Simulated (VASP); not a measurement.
Input of a VASP 6.6.1 run:

INCAR

```
SYSTEM = O
  ALGO = Normal
  EDIFF = 1E-6
  ENCUT = 520
  ISIF = 2
  ISMEAR = 0
  LASPH = .TRUE.
  LCHARG = .TRUE.
  LELF = .TRUE.
  LREAL = .FALSE.
  LVHAR = .TRUE.
  LWAVE = .FALSE.
  NBANDS = 13
  NELM = 80
  PREC = Accurate
  SIGMA = 0.15
```

KPOINTS

```
k-points
0
G
  22 22 22
  0 0 0
```

POSCAR

```
O
1.0
    0.0000000000      1.6963400166      3.5624435808
    1.6853889068      0.0000000000      3.5624435808
    1.6853889068      1.6963400166      0.0000000000
O
2
Direct
    0.0808467867      0.0808467867      0.9191532133
    0.9191532133      0.9191532133      0.0808467867
```

Potentials or basis: VASP PAW LDA potentials, release 64 (O).

The run is started by

```bash
$ cat potpaw_LDA.64/O/POTCAR > POTCAR
$ mpirun -np 1 vasp_std > vasp.out
```

(1) Predict the pressure.

(2) Estimate the largest force.

## Answers

(1) 14.8 GPa.

(2) 6.596 eV/Å.

Caveat: the standard files for N, O and F lose accuracy on very short bonds; spin is off for a triplet molecule; the stress differs along the axes, from -8 to 60 GPa; forces of over 1 eV/Å act on the atoms, so gaps and moduli don't describe the material at rest.
